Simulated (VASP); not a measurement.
A run of VASP 6.6.1 is set up as follows.

File INCAR:

```
SYSTEM = Si3Ge
  PREC = Accurate
  ENCUT = 520
  EDIFF = 1E-7
  ISMEAR = 0
  SIGMA = 0.1
  LREAL = .FALSE.
  LASPH = .TRUE.
  NELM = 100
  ALGO = Normal
  ISIF = 2
  LWAVE = .FALSE.
  LCHARG = .FALSE.
  GGA = PS
  NBANDS = 21
```

KPOINTS

```
regular mesh
0
G
  6 6 4
  0 0 0
```

POSCAR

```
Si3Ge
1.0
    3.8625000000      0.0000000000      0.0000000000
   -1.9312500000      3.3450231221      0.0000000000
    0.0000000000      0.0000000000      6.3850000000
Ge Si
1 3
Direct
    0.3333333300      0.6666666700      0.0000000000
    0.6666666700      0.3333333300      0.5000000000
    0.3333333300      0.6666666700      0.3740000000
    0.6666666700      0.3333333300      0.8740000000
```

Potentials or basis: VASP PAW PBE potentials, release 64 (Ge_d, Si).

The run is started by

```sh
$ cat potpaw_PBE.64/Ge_d/POTCAR potpaw_PBE.64/Si/POTCAR > POTCAR
$ mpirun -np 1 vasp_std > vasp.out
```

(1) Estimate the band gap on the k mesh.

(2) Predict the pressure.

(3) Predict the largest force.

Results:

(1) 0.31 eV, indirect (least direct gap 0.64 eV).

(2) 0.0 GPa.

(3) 0.394 eV/Å.

Caveat: the PAW data sets were made with another functional, which shifts forces and pressure a little.
